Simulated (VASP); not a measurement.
## IrO2: electric field gradients with PBE

IrO2:

```xyz
6
Lattice="4.4990 0.0000 0.0000 0.0000 4.4990 0.0000 0.0000 0.0000 3.1460" Properties=species:S:1:pos:R:3 pbc="T T T"
Ir    0.0000    0.0000    0.0000
Ir    2.2495    2.2495    1.5730
O     1.3992    1.3992    0.0000
O     0.8503    3.6487    1.5730
O     3.0998    3.0998    0.0000
O     3.6487    0.8503    1.5730
```

```
Program                : VASP 6.6.1
Task                   : electric field gradients
Functional             : PBE
Potentials or basis    : VASP PAW PBE potentials, release 64 (Ir, O)
Cutoff                 : 520 eV
k mesh                 : 10 × 10 × 15
Occupations            : fermi-dirac, width 0.05 eV
Spin                   : collinear spin
Starting moments       : [1.0, 1.0, 0.0, 0.0, 0.0, 0.0] μB
Dipole correction      : no
Further INCAR settings : ALGO = Normal; EDIFF = 1e-08; NBANDS = 34
```

```json
{"Pressure": "10.4 GPa", "Largest force": "0.662 eV/Å", "Band gap on the k mesh": "zero (filled and empty bands overlap)", "Net moment": "0.00 μB per cell", "Largest electric field gradient by atom": "Ir -240.1; O -96.5 V/Å²", "Valence electrons inside the program's atomic spheres": "Ir 8.38; O 5.02"}
```

Forces on the atoms (eV/Å):
```
Ir   0.000  0.000  0.000
Ir   0.000  0.000  0.000
O   -0.468 -0.468  0.000
O    0.468 -0.468  0.000
O    0.468  0.468  0.000
O   -0.468  0.468  0.000
```

Stress tensor (GPa, compression positive):
```
 7.31  0.00  0.00
 0.00  7.31  0.00
 0.00  0.00 16.66
```

Levels at points of the mesh, in eV from the Fermi level:
Spin up:
```csv
k point,band 19,band 20,band 21,band 22,band 23,band 24
"(0.00, 0.00, 0.00)",-2.46,-2.19,-2.15,0.71,1.23,4.19
"(0.50, 0.00, 0.00)",-1.40,-1.40,-0.28,-0.28,3.59,3.59
"(0.50, 0.50, 0.00)",-2.42,-2.42,0.20,0.20,2.49,2.49
```
Spin down:
```
           k point  band 17  band 18  band 19  band 20  band 21  band 22  band 23  band 24  band 25  band 26
(0.00, 0.00, 0.00)    -2.51    -2.46    -2.46    -2.19    -2.15     0.71     1.23     4.19     4.36     4.36
(0.50, 0.00, 0.00)    -1.60    -1.60    -1.40    -1.40    -0.28    -0.28     3.59     3.59     3.81     3.81
(0.50, 0.50, 0.00)    -2.49    -2.49    -2.42    -2.42     0.20     0.20     2.49     2.49     4.35     4.35
```

Electric field gradients, principal values (V/Å²):
```tsv
atom	least	middle	greatest (by size)
1 Ir	66.757	173.363	-240.120
2 Ir	66.757	173.363	-240.120
3 O	39.065	57.453	-96.518
4 O	39.065	57.453	-96.518
5 O	39.065	57.453	-96.518
6 O	39.065	57.453	-96.518
```

It took 2.6 min on 4 MPI ranks on AMD EPYC 7R13 Processor (Zen 3) (shared host), peak memory 0.55 GiB a rank.

Caveat: the cell stands under pressure; without QUAD_EFG the Cq values of the log hold for a quadrupole moment of 1 mb, not for the nuclei; spin-orbit coupling is left out, which moves the levels of the heavy elements.
